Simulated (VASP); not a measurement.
Here is a VASP 6.6.1 calculation.

Contents of INCAR:

```
PREC = Accurate
ENCUT = 520
EDIFF = 1E-6
ISMEAR = 0
SIGMA = 0.1
LREAL = F
LASPH = T
NELM = 80
ALGO = Normal
ISIF = 2
LWAVE = F
LCHARG = F
GGA = PE
NBANDS = 52
```

Contents of KPOINTS:

```
regular mesh
0
Gamma
  3 3 3
```

The input POSCAR:

```
Ga2As3
1.0
    3.1786605001      1.8352004954      6.5623390470
   -3.1786605001      1.8352004954      6.5623390470
    0.0000000000     -3.6704009909      6.5623390470
Ga As
4 6
Direct
    0.8604051058      0.8604051058      0.8604051058
    0.6395948942      0.6395948942      0.6395948942
    0.1395948942      0.1395948942      0.1395948942
    0.3604051058      0.3604051058      0.3604051058
    0.0044599915      0.4955400085      0.7500000000
    0.7500000000      0.0044599915      0.4955400085
    0.4955400085      0.7500000000      0.0044599915
    0.9955400085      0.5044599915      0.2500000000
    0.2500000000      0.9955400085      0.5044599915
    0.5044599915      0.2500000000      0.9955400085
```

Potentials or basis: VASP PAW PBE potentials, release 64 (Ga_d, As).

Run with:

```bash
$ cat potpaw_PBE.64/Ga_d/POTCAR potpaw_PBE.64/As/POTCAR > POTCAR
$ mpirun -np 1 vasp_std > vasp.out
```

(1) What does it give for the pressure?

(2) Predict the largest force.

## Answers

(1) 0.1 GPa.

(2) 0.015 eV/Å.

Caveat: the k points lie up to 0.40 Å⁻¹ apart, too coarse for converged energies and pressures of a metal.
